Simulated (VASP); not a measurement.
A run of VASP 6.6.1:

INCAR

```
ALGO     = Normal         # electronic algorithm
EDIFF    = 1E-6           # SCF threshold, eV
EDIFFG   = -0.01          # ionic threshold
ENCUT    = 600            # plane-wave cutoff, eV
GGA      = PS             # functional
IBRION   = 2              # ionic algorithm
ISIF     = 3              # what is computed and relaxed
ISMEAR   = -1             # smearing method
LASPH    = True           # aspherical terms in the spheres
LCHARG   = False          # write CHGCAR
LREAL    = False          # projectors in reciprocal space
LWAVE    = False          # write WAVECAR
NELM     = 100            # most SCF steps
NSW      = 60             # ionic steps
PREC     = Accurate       # precision mode
SIGMA    = 0.1            # smearing width, eV
```

File KPOINTS:

```
k-points
0
Gamma
  6 6 6
```

File POSCAR:

```
ScAl3
1.0
    4.0878070000      0.0000000000      0.0000000000
    0.0000000000      4.0878070000      0.0000000000
    0.0000000000      0.0000000000      4.0878070000
Sc Al
1 3
Direct
    0.0000000000      0.0000000000      0.0000000000
    0.5000000000      0.0000000000      0.5000000000
    0.0000000000      0.5000000000      0.5000000000
    0.5000000000      0.5000000000      0.0000000000
```

Potentials or basis: VASP PAW PBE potentials, release 64 (Sc_sv, Al).

Run with:

```console
$ cat potpaw_PBE.64/Sc_sv/POTCAR potpaw_PBE.64/Al/POTCAR > POTCAR
$ mpirun -np 1 vasp_std > vasp.out
```

Hardware: 1 thread of Intel(R) Xeon(R) 6975P-C (Granite Rapids), on a shared host.

Task: How long does it take, and how much memory?

Result: Run time: 20 s on 1 thread of Intel(R) Xeon(R) 6975P-C (Granite Rapids), with other jobs on the host, peak memory 0.21 GiB. Counts: scf iterations 26, k points 20, ion steps 3.
